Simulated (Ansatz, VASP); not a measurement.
ZnO: VASP beside Ansatz

```xyz
2
Lattice="0.0244 2.1694 2.1694 2.1938 0.0000 2.1938 2.1694 2.1694 0.0244" Properties=species:S:1:pos:R:3 pbc="T T T"
Zn    0.0000    0.0000    0.0000
O     2.1938    2.1694    2.1938
```

Change from the starting cell: strain +0.0225 x Voigt [0, 0, 0, 0, 1, 0], atoms carried along.

Alike in both runs: task single point; functional LDA; k mesh 12 × 12 × 12; occupations gaussian, width 0.05 eV; no spin polarisation.

```csv
,VASP,Ansatz
version,VASP 6.6.1,Ansatz 0.2.0
potentials or method,"VASP PAW LDA potentials, release 64 (Zn, O), cutoff 520 eV","scalar-relativistic, plane waves, PAW"
valence electrons in the cell,18,18
```

VASP gave:

| Property | Result |
| --- | --- |
| gap on the k mesh at the Fermi level (eV) | 0.66 |
| least direct gap on the mesh (eV) | 1.81 |
| pressure (GPa) | -13.9 |
| traceless stress, the component that is largest in VASP (GPa) | -1.97 |

Question: What did Ansatz give for the same quantities?

Answer: gap on the k mesh at the Fermi level (eV): 0.66; least direct gap on the mesh (eV): 1.82; pressure (GPa): -15.0; traceless stress, the component that is largest in VASP (GPa): -1.97.

LDA's correlation is that of Perdew and Zunger in VASP and of Perdew and Wang (1992) in Ansatz.
